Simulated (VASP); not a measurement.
# SiMo3 (Pm-3n) in VASP: single point with r2SCAN

Aim: the single point of SiMo3 with r2SCAN.

Program: VASP 6.6.1. These are calculated values, not measurements. Logs are shortened: lines on timing, memory, paths and dates and some standing lists are left out, and cuts for length are marked.

## Step 1: The cell of the first run

It takes space group Pm-3n (No. 223, cubic). The conventional cell has a = 4.855 Å, b = 4.855 Å, c = 4.855 Å, α = 90.00°, β = 90.00°, γ = 90.00°. Mo (site symmetry -4m2) has 10 Mo at 2.43 to 2.97 Å and 4 Si at 2.71 Å within 3.2 Å. Si (site symmetry m-3) has 12 Mo at 2.71 Å within 3.6 Å.

## Step 2: Single point, r2SCAN

POSCAR reads:

```
SiMo3
1.0
    4.8554950400      0.0000000000      0.0000000000
    0.0000000000      4.8554950400      0.0000000000
    0.0000000000      0.0000000000      4.8554950400
Mo Si
6 2
Direct
    0.2500000000      0.0000000000      0.5000000000
    0.5000000000      0.7500000000      0.0000000000
    0.7500000000      0.0000000000      0.5000000000
    0.5000000000      0.2500000000      0.0000000000
    0.0000000000      0.5000000000      0.7500000000
    0.0000000000      0.5000000000      0.2500000000
    0.0000000000      0.0000000000      0.0000000000
    0.5000000000      0.5000000000      0.5000000000
```

INCAR.step1 reads:

```
SYSTEM = SiMo3
PREC = Accurate
ENCUT = 520
ISMEAR = -1
SIGMA = 0.1
LREAL = .FALSE.
LASPH = .TRUE.
NELM = 100
NBANDS = 56
GGA = PE
ALGO = Normal
EDIFF = 1E-4
LWAVE = .TRUE.
LCHARG = .FALSE.
```

INCAR.step2 reads:

```
SYSTEM = SiMo3
PREC = Accurate
ENCUT = 520
EDIFF = 1E-6
ISMEAR = -1
SIGMA = 0.1
LREAL = .FALSE.
LASPH = .TRUE.
NELM = 100
ALGO = Normal
ISIF = 2
LWAVE = .FALSE.
LCHARG = .FALSE.
METAGGA = R2SCAN
LMIXTAU = .TRUE.
NBANDS = 56
ISTART = 1
```

KPOINTS reads:

```
regular mesh
0
G
  7 7 7
  0 0 0
```

Potentials or basis: VASP PAW PBE potentials, release 64 (Mo_sv, Si).

Started as:

```bash
> cat potpaw_PBE.64/Mo_sv/POTCAR potpaw_PBE.64/Si/POTCAR > POTCAR
> cp INCAR.step1 INCAR
> mpirun -np 1 vasp_std > vasp.out
> cp INCAR.step2 INCAR
> mpirun -np 1 vasp_std > vasp.out
```

OUTCAR:

```text
SYSTEM = SiMo3
   PREC = Accurate
   ENCUT = 520
   EDIFF = 1E-6
   ISMEAR = -1
   LREAL = .FALSE.
   LASPH = .TRUE.
   NELM = 100
   ISIF = 2
   METAGGA = R2SCAN
   ISTART = 1

 ion  position               nearest neighbor table
   1  0.250  0.000  0.500-   3 2.43   3 2.43   8 2.71   7 2.71   8 2.71   7 2.71   4 2.97   2 2.97
                             4 2.97   5 2.97   5 2.97   6 2.97   6 2.97   2 2.97
   2  0.500  0.750  0.000-   4 2.43   4 2.43   8 2.71   8 2.71   7 2.71   7 2.71   1 2.97   1 2.97
                             3 2.97   5 2.97   6 2.97   5 2.97   6 2.97   3 2.97
   3  0.750  0.000  0.500-   1 2.43   1 2.43   8 2.71   7 2.71   8 2.71   7 2.71   4 2.97   2 2.97
                             4 2.97   5 2.97   5 2.97   6 2.97   6 2.97   2 2.97
   4  0.500  0.250  0.000-   2 2.43   2 2.43   8 2.71   8 2.71   7 2.71   7 2.71   3 2.97   1 2.97
                             3 2.97   5 2.97   6 2.97   5 2.97   6 2.97   1 2.97
   5  0.000  0.500  0.750-   6 2.43   6 2.43   8 2.71   7 2.71   7 2.71   8 2.71   3 2.97   4 2.97
                             1 2.97   3 2.97   1 2.97   2 2.97   4 2.97   2 2.97
   6  0.000  0.500  0.250-   5 2.43   5 2.43   8 2.71   7 2.71   7 2.71   8 2.71   3 2.97   4 2.97
                             1 2.97   3 2.97   1 2.97   2 2.97   4 2.97   2 2.97
   7  0.000  0.000  0.000-   1 2.71   2 2.71   3 2.71   4 2.71   5 2.71   6 2.71   1 2.71   3 2.71
                             5 2.71   6 2.71   2 2.71   4 2.71
   8  0.500  0.500  0.500-   1 2.71   2 2.71   3 2.71   4 2.71   5 2.71   6 2.71   2 2.71   4 2.71
                             1 2.71   3 2.71   5 2.71   6 2.71

  LATTYP: Found a simple cubic cell.
 ALAT       =     4.8554950400

  Lattice vectors:

 A1 = (   4.8554950400,   0.0000000000,   0.0000000000)
 A2 = (   0.0000000000,   4.8554950400,   0.0000000000)
 A3 = (   0.0000000000,   0.0000000000,   4.8554950400)

Analysis of symmetry for initial positions (statically):
=====================================================================
 Subroutine PRICEL returns:
 Original cell was already a primitive cell.

 Routine SETGRP: Setting up the symmetry group for a
 simple cubic supercell.

 Subroutine GETGRP returns: Found 48 space group operations
 (whereof 24 operations were pure point group operations)
 out of a pool of 48 trial point group operations.

The static configuration has the point symmetry T_h .
 The point group associated with its full space group is O_h .

Analysis of symmetry for dynamics (positions and initial velocities):
=====================================================================
 Subroutine PRICEL returns:
 Original cell was already a primitive cell.

 Routine SETGRP: Setting up the symmetry group for a
 simple cubic supercell.

 Subroutine GETGRP returns: Found 48 space group operations
 (whereof 24 operations were pure point group operations)
 out of a pool of 48 trial point group operations.

The dynamic configuration has the point symmetry T_h .
 The point group associated with its full space group is O_h .

 Subroutine INISYM returns: Found 48 space group operations
 (whereof 24 operations are pure point group operations),
 and found     1 'primitive' translations

----------------------------------------------------------------------------------------

                                     Primitive cell

  volume of cell :     114.4723

  direct lattice vectors                    reciprocal lattice vectors
     4.855495040  0.000000000  0.000000000     0.205952224  0.000000000  0.000000000
     0.000000000  4.855495040  0.000000000     0.000000000  0.205952224  0.000000000
     0.000000000  0.000000000  4.855495040     0.000000000  0.000000000  0.205952224

  length of vectors
     4.855495040  4.855495040  4.855495040     0.205952224  0.205952224  0.205952224

  position of ions in fractional coordinates (direct lattice)
     0.250000000  0.000000000  0.500000000
     0.500000000  0.750000000  0.000000000
     0.750000000  0.000000000  0.500000000
     0.500000000  0.250000000  0.000000000
     0.000000000  0.500000000  0.750000000
     0.000000000  0.500000000  0.250000000
     0.000000000  0.000000000  0.000000000
     0.500000000  0.500000000  0.500000000

  ion indices of the primitive-cell ions
   primitive index   ion index
                 1           1
                 2           2
                 3           3
                 4           4
                 5           5
                 6           6
                 7           7
                 8           8

----------------------------------------------------------------------------------------

 KPOINTS: regular mesh

Automatic generation of k-mesh.
 Grid dimensions read from file:
 generate k-points for:    7    7    7

 Generating k-lattice:

  Cartesian coordinates                     Fractional coordinates (reciprocal lattice)
     0.029421746  0.000000000  0.000000000     0.142857143  0.000000000  0.000000000
     0.000000000  0.029421746  0.000000000     0.000000000  0.142857143  0.000000000
     0.000000000  0.000000000  0.029421746     0.000000000  0.000000000  0.142857143

  Length of vectors
     0.029421746  0.029421746  0.029421746

  Shift w.r.t. Gamma in fractional coordinates (k-lattice)
     0.000000000  0.000000000  0.000000000

 Subroutine IBZKPT returns following result:
 ===========================================

 Found     20 irreducible k-points:

 Following reciprocal coordinates:
            Coordinates               Weight
  0.000000  0.000000  0.000000      1.000000
  0.142857  0.000000  0.000000      6.000000
  0.285714  0.000000  0.000000      6.000000
  0.428571  0.000000  0.000000      6.000000
  0.142857  0.142857  0.000000     12.000000
  0.285714  0.142857  0.000000     24.000000
[... 12 lines left out ...]
  0.428571  0.428571  0.285714     24.000000
  0.428571  0.428571  0.428571      8.000000
   k-points           NKPTS =     20   k-points in BZ     NKDIM =     20   number of bands    NBANDS=     56
   number of dos      NEDOS =    301   number of ions     NIONS =      8
   total plane-waves  NPLWV =  46656
   dimension x,y,z NGX =    36 NGY =   36 NGZ =   36
   dimension x,y,z NGXF=    72 NGYF=   72 NGZF=   72
   ions per type =               6   2
   NGX,Y,Z   is equivalent  to a cutoff of  12.33, 12.33, 12.33 a.u.
   NGXF,Y,Z  is equivalent  to a cutoff of  24.65, 24.65, 24.65 a.u.
 SYSTEM =  SiMo3
   PREC   = accura    normal or accurate (medium, high low for compatibility)
   ISTART =      1    job   : 0-new  1-cont  2-samecut
   ICHARG =      0    charge: 1-file 2-atom 10-const
   ISPIN  =      1    spin polarized calculation?
   LNONCOLLINEAR =      F non collinear calculations
   LSORBIT =      F    spin-orbit coupling
   LASPH  =      T    aspherical Exc in radial PAW
   ENCUT  =  520.0 eV  38.22 Ry    6.18 a.u.   9.03  9.03  9.03*2*pi/ulx,y,z
   NELM   =    100;   NELMIN=  2; NELMDL=  0     # of ELM steps
   EDIFF  = 0.1E-05   stopping-criterion for ELM
   LREAL  =      F    real-space projection
   EDIFFG = 0.1E-04   stopping-criterion for IOM
   NSW    =      0    number of steps for IOM
   IBRION =     -1    ionic relax: 0-MD 1-quasi-New 2-CG
   NFREE  =      0    steps in history (QN), initial steepest desc. (CG)
   ISIF   =      2    stress and relaxation
   ISYM   =      2    0-nonsym 1-usesym 2-fastsym
   POTIM  = 0.5000    time-step for ionic-motion
   TEBEG  =    0.0;   TEEND  =   0.0 temperature during run
   PSTRESS=    0.0 pullay stress
   NELECT =      92.0000    total number of electrons
   NUPDOWN=      -1.0000    fix difference up-down
   EMIN   =  10.00;   EMAX   =-10.00  energy-range for DOS
   EFERMI =   0.00;   METHOD = LEGACY
   ISMEAR =    -1;   SIGMA  =   0.10  broadening in eV -4-tet -1-fermi 0-gaus
   EFERMI_NEDOS =   21; number of points for ismear=-14 and -15
   IALGO  =     38    algorithm
   IMIX   =      4    mixing-type and parameters
     AMIX     =   0.40;   BMIX     =  1.00
     AMIX_MAG =   1.60;   BMIX_MAG =  1.00
  volume/ion in A,a.u.               =      14.31        96.56
  Fermi-wavevector in a.u.,A,eV,Ry     =   1.522079  2.876313 31.520960  2.316725
  Thomas-Fermi vector in A             =   2.630707
   LORBIT       =      0    0 simple, 1 ext, 2 COOP (PROOUT), +10 PAW based schemes
   METAGGA = R2SCAN    functional components
   LHFCALC =     F    Hartree Fock is set to
   AEXX    =    0.0000 exact exchange contribution
   IVDW    =     0    specifies the selected vdW correction
   LEPSILON=     F    determine dielectric tensor
   LRPA    =     F    only Hartree local field effects (RPA)
 non-spin polarized calculation
  energy-cutoff  :      520.00
  volume of cell :      114.47
 maximum number of plane-waves:      3099
   NGX = 19   NGY = 19   NGZ = 19

 number of electron      92.0000001 magnetization

 Free energy of the ion-electron system (eV)
  ---------------------------------------------------
  ext. energy  EPLUGINS =         0.00000000
  ---------------------------------------------------
  free energy    TOTEN  =      -176.63317313 eV

  energy without entropy =     -176.52358371  energy(sigma->0) =     -176.57837842

 E-fermi :  13.1024     XC(G=0): -14.3876

 val. band max:       13.0926729845   @ k =   0.4286   0.2857   0.1429
 cond. band min:      13.1131356095   @ k =   0.4286   0.1429   0.1429
 fundamental gap:      0.0204626250
 Fermi energy:        13.1023926119

 k-point     1 :       0.0000    0.0000    0.0000
  band No.  band energies     occupation
      1     -50.1731      2.00000
      2     -50.0321      2.00000
      3     -50.0321      2.00000
      4     -49.6458      2.00000
      5     -49.6458      2.00000
      6     -49.6458      2.00000
[... 48 lines left out ...]
     55      16.0618      0.00000
     56      16.0630      0.00000

 k-point     2 :       0.1429    0.0000    0.0000
  band No.  band energies     occupation
      1     -50.1622      2.00000
      2     -50.0374      2.00000
      3     -50.0178      2.00000
      4     -49.6676      2.00000
      5     -49.6458      2.00000
      6     -49.6458      2.00000
[... 1055 lines left out ...]
  band No.  band energies     occupation
      1     -49.9284      2.00000
      2     -49.9098      2.00000
      3     -49.9098      2.00000
      4     -49.8222      2.00000
      5     -49.8222      2.00000
      6     -49.8106      2.00000
[... 48 lines left out ...]
     55      14.8940      0.00000
     56      15.2726      0.00000

------------------------ aborting loop because EDIFF is reached ----------------------------------------

  FORCE on cell =-STRESS in cart. coord.  units (eV):
  Direction    XX          YY          ZZ          XY          YZ          ZX
  --------------------------------------------------------------------------------------
  -------------------------------------------------------------------------------------
  Total        4.1617863      4.1617863      4.1617863      0.0000000      0.0000000      0.0000000
  in kB       58.2491794     58.2491794     58.2491794      0.0000000      0.0000000      0.0000000
  external PRESSURE =      58.2491794 kB  Pullay stress =       0.0000000 kB

 VOLUME and BASIS-vectors are now :
 -----------------------------------------------------------------------------
  energy-cutoff  :      520.00
  volume of cell :      114.47
      direct lattice vectors                 reciprocal lattice vectors
     4.855495040  0.000000000  0.000000000     0.205952224  0.000000000  0.000000000
     0.000000000  4.855495040  0.000000000     0.000000000  0.205952224  0.000000000
     0.000000000  0.000000000  4.855495040     0.000000000  0.000000000  0.205952224

 POSITION                                       TOTAL-FORCE (eV/Angst)
 -----------------------------------------------------------------------------------
      1.21387      0.00000      2.42775        -0.000000     -0.000000     -0.000000
      2.42775      3.64162      0.00000        -0.000000      0.000000     -0.000000
      3.64162      0.00000      2.42775         0.000000     -0.000000      0.000000
      2.42775      1.21387      0.00000         0.000000      0.000000      0.000000
      0.00000      2.42775      3.64162        -0.000000      0.000000      0.000000
      0.00000      2.42775      1.21387         0.000000      0.000000     -0.000000
      0.00000      0.00000      0.00000        -0.000000      0.000000     -0.000000
      2.42775      2.42775      2.42775        -0.000000      0.000000     -0.000000
 -----------------------------------------------------------------------------------
    total drift:                                0.000000      0.000000     -0.000000

  FREE ENERGIE OF THE ION-ELECTRON SYSTEM (eV)
  ---------------------------------------------------
  free  energy   TOTEN  =      -176.6331731296 eV

  energy  without entropy=     -176.5235837124  energy(sigma->0) =     -176.57837842
```

Run time: 7.8 min. Hardware: 1 thread of Intel Xeon 8259CL, shared host; peak memory 0.27 GiB.

Results:

| Item | Value |
| --- | --- |
| Free energy | -176.6332 eV |
| Pressure | 5.8 GPa |
| Band gap on the k mesh | zero (bands 46 and 47 overlap by 2.18 eV) |

Levels at points of the mesh, in eV from the Fermi level:
| k point | band 43 | band 44 | band 45 | band 46 | band 47 | band 48 |
| --- | --- | --- | --- | --- | --- | --- |
| (0.00, 0.00, 0.00) | -1.72 | -1.72 | 1.38 | 1.38 | 1.38 | 2.47 |

Caveat: the cell stands under pressure; the PAW data sets were made with another functional, which shifts forces and pressure a little.
